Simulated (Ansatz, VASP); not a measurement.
**BaHfO3 in VASP and in Ansatz**

Contents of POSCAR:

```
BaHfO3
1.0
    4.0099764200      0.0000000000      0.0000000000
    0.0000000000      4.0099764200      0.0000000000
    0.0000000000      0.0000000000      4.2730220947
Ba Hf O
1 1 3
Direct
    0.0000000000      0.0000000000      0.0000000000
    0.5000000000      0.5000000000      0.5000000000
    0.5000000000      0.5000000000      0.0000000000
    0.5000000000      0.0000000000      0.5000000000
    0.0000000000      0.5000000000      0.5000000000
```

Contents of INCAR.step1:

```
PREC = Accurate ; ENCUT = 520
ISMEAR = 0 ; SIGMA = 0.01
LREAL = False ; LASPH = True
NELM = 150 ; MAGMOM = 0 0 0 0 0 0 0 0 0 0 0 0 0 0 0
LSORBIT = True ; GGA_COMPAT = False
LMAXMIX = 4 ; NBANDS = 53
GGA = PE ; ALGO = Normal
EDIFF = 1E-4 ; LWAVE = True
LCHARG = False
```

Contents of INCAR.step2:

```
PREC = Accurate ; ENCUT = 520
EDIFF = 1E-6 ; ISMEAR = 0
SIGMA = 0.01 ; LREAL = False
LASPH = True ; NELM = 150
ALGO = Normal ; ISIF = 2
LWAVE = False ; LCHARG = False
MAGMOM = 0 0 0 0 0 0 0 0 0 0 0 0 0 0 0 ; LORBIT = 11
LSORBIT = True ; GGA_COMPAT = False
LORBMOM = True ; LMAXMIX = 4
METAGGA = R2SCAN ; LMIXTAU = True
NBANDS = 53 ; ISTART = 1
```

KPOINTS

```
Automatic mesh
0
Gamma
  6 6 6
```

Input for Ansatz:

```yaml
crystal:
  lattice:
    - [4.00997642, 0.0, 0.0]
    - [0.0, 4.00997642, 0.0]
    - [0.0, 0.0, 4.2730220947]
  atoms:
    - { symbol: Ba, position: [0.0, 0.0, 0.0] }
    - { symbol: Hf, position: [0.5, 0.5, 0.5] }
    - { symbol: O, position: [0.5, 0.5, 0.0] }
    - { symbol: O, position: [0.5, 0.0, 0.5] }
    - { symbol: O, position: [0.0, 0.5, 0.5] }
kpoints:
  mp_grid: { grid: [6, 6, 6] }
  band_path:
    path: [[0.0, 0.0, 0.0], [0.0, 0.5, 0.0], [0.5, 0.5, 0.0], [0.5, 0.5, 0.5]]
    npoints: 1
hamiltonian:
  xc: r2scan
scf:
  occupations: { method: fixed }
  n_extra_bands: 10
magnetization:
  noncollinear: true
  spin_orbit: true
output:
  forces: true
  stress: true
  eigenvalues: true
  write_density: true
  write_potential: true
  elf: true
  volumetric_format: npy
```

Change from the starting cell: epitaxial_xy strain -4.0%.

Alike in both runs: task single point; functional r2SCAN; k mesh 6 × 6 × 6; non-collinear spin, spin-orbit coupling.

|  | VASP | Ansatz |
| --- | --- | --- |
| version | VASP 6.6.1 | Ansatz 0.2.0 |
| potentials or method | VASP PAW PBE potentials, release 64 (Ba_sv, Hf_pv, O) | plane waves, PAW |
| plane-wave cutoff (eV) | 520 | 500 |
| occupations | gaussian, width 0.01 eV | fixed |
| valence electrons in the cell | 38 | 54 |

Ansatz gave:

* pressure (GPa): 12.6
* traceless stress, the component that is largest in VASP (GPa): -12.68

Q: Which values does VASP return?

A: Pressure (GPa): 12.3; traceless stress, the component that is largest in VASP (GPa): -12.65.

VASP's potentials were made for PBE, not for r2SCAN. VASP's potentials hold 38 valence electrons a cell and Ansatz's 54, so a difference there can come from the potentials and not from the codes.
